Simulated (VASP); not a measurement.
Input of a VASP 6.6.1 run:

INCAR

```
PREC = Accurate
ENCUT = 600
EDIFF = 1E-6
ISMEAR = 0
SIGMA = 0.1
LREAL = False
LASPH = True
NELM = 100
ALGO = Normal
ISIF = 3
LWAVE = False
LCHARG = False
GGA = PE
IBRION = 2
NSW = 90
EDIFFG = -0.04
```

File KPOINTS:

```
Automatic mesh
0
Gamma
  6 6 4
```

The input POSCAR:

```
Be3Bi2
1.0
    4.1619291600      0.0000000000      0.0000000000
   -2.0809645800      3.6043363800      0.0000000000
    0.0000000000      0.0000000000      6.5942124700
Be Bi
3 2
Direct
    0.0000000000      0.0000000000      0.0000000000
    0.3333333300      0.6666666700      0.3666155300
    0.6666666700      0.3333333300      0.6333844700
    0.3333333300      0.6666666700      0.7718739500
    0.6666666700      0.3333333300      0.2281260500
```

Potentials or basis: VASP PAW PBE potentials, release 64 (Be, Bi_d).

Launch:

```console
$ cat potpaw_PBE.64/Be/POTCAR potpaw_PBE.64/Bi_d/POTCAR > POTCAR
$ mpirun -np 1 vasp_std > vasp.out
```

(1) Estimate the space group after relaxing (to 0.1 Å).

(2) Predict the relaxed cell.

(3) What does it give for the band gap on the k mesh?

Answers

(1) P-3m1 (No. 164).

(2) a = 3.978 Å, b = 3.978 Å, c = 6.988 Å, α = 90.00°, β = 90.00°, γ = 120.00°.

(3) zero (bands 18 and 19 overlap by 2.33 eV).

Caveat: spin-orbit coupling is left out, which moves the levels of the heavy elements.
